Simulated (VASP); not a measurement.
The system is Zn.

```
Zn
1.0
     4.95539    0.00000    0.00000
     0.00000    4.95539    0.00000
     0.00000    0.00000    4.95539
Zn
8
Direct
  0.00000 0.00000 0.00000
  0.50000 0.50000 0.50000
  0.25000 0.00000 0.50000
  0.75000 0.00000 0.50000
  0.50000 0.25000 0.00000
  0.50000 0.75000 0.00000
  0.00000 0.50000 0.25000
  0.00000 0.50000 0.75000
```

* Program: VASP 6.6.1
* Task: relaxation of cell and atoms
* Functional: LDA
* Potentials or basis: VASP PAW LDA potentials, release 64 (Zn)
* Cutoff: 600 eV
* k mesh: 5 × 5 × 5
* Occupations: fermi-dirac, width 0.1 eV
* Spin: no spin polarisation

At the start: pressure -7.7 GPa; volume 15.21 Å³/atom.

Q: Where does the relaxation end?

A: Over 19 steps the energy falls by 38.8 meV/atom and the volume is 13.75 Å³/atom (-9.6 %); space group Pm-3n (No. 223, to 0.05 Å).

The path:
```tsv
step	energy change (eV)	largest force (eV/Å)	pressure (GPa)	volume (Å³)
1	0.0000	0.0000	-7.74	121.68
2	-0.3083	0.0000	0.77	109.20
3	-0.3102	0.0000	0.26	110.03
4	-0.3099	0.0000	-0.12	110.36
5	-0.3099	0.0000	-0.31	110.35
6	-0.3099	0.0000	-0.25	110.35
7	-0.3099	0.0000	-0.30	110.35
8	-0.3099	0.0000	-0.30	110.35
9	-0.3099	0.0000	-0.30	110.35
10	-0.3099	0.0000	-0.30	110.34
11	-0.3099	0.0000	-0.30	110.34
12	-0.3099	0.0000	-0.29	110.34
13	-0.3099	0.0000	-0.26	110.34
14	-0.3099	0.0000	-0.25	110.34
15	-0.3099	0.0000	-0.28	110.32
16	-0.3100	0.0000	-0.28	110.30
17	-0.3100	0.0000	-0.29	110.26
18	-0.3101	0.0000	-0.26	110.18
19	-0.3102	0.0000	-0.03	110.01
```

Final structure:
```
Zn
1.0
     4.79150    0.00000    0.00000
     0.00000    4.79150    0.00000
     0.00000    0.00000    4.79150
Zn
8
Direct
  0.00000 0.00000 0.00000
  0.50000 0.50000 0.50000
  0.25000 0.00000 0.50000
  0.75000 0.00000 0.50000
  0.50000 0.25000 0.00000
  0.50000 0.75000 0.00000
  0.00000 0.50000 0.25000
  0.00000 0.50000 0.75000
```
